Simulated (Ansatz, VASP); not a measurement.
## GaAs in VASP and in Ansatz

```xyz
2
Lattice="0.0000 2.8326 2.8326 2.8326 0.0000 2.8326 2.8326 2.8326 0.0000" Properties=species:S:1:pos:R:3 pbc="T T T"
Ga    0.0000    0.0000    0.0000
As    1.4163    1.4163    1.4163
```

Alike in both runs: functional r2SCAN; k mesh 8 × 8 × 8; occupations fermi-dirac, width 0.02 eV; no spin polarisation.

Ansatz relaxed the structure, and its values are those at the end. VASP's run is a single point on that final structure, the one shown.

|  | VASP | Ansatz |
| --- | --- | --- |
| version | VASP 6.6.1 | Ansatz 0.2.0 |
| potentials or method | VASP PAW PBE potentials, release 64 (Ga_d, As), cutoff 520 eV | PAW plane waves |
| valence electrons in the cell | 18 | 28 |

|  | VASP | Ansatz | Ansatz less VASP |
| --- | --- | --- | --- |
| gap on the k mesh at the Fermi level (eV) | 0.95 | 0.97 | +0.023 |
| pressure (GPa) | 0.2 | 0.0 | -0.15 |

VASP's potentials were made for PBE, not for r2SCAN. VASP's potentials hold 18 valence electrons a cell and Ansatz's 28, so a difference there can come from the potentials and not from the codes.
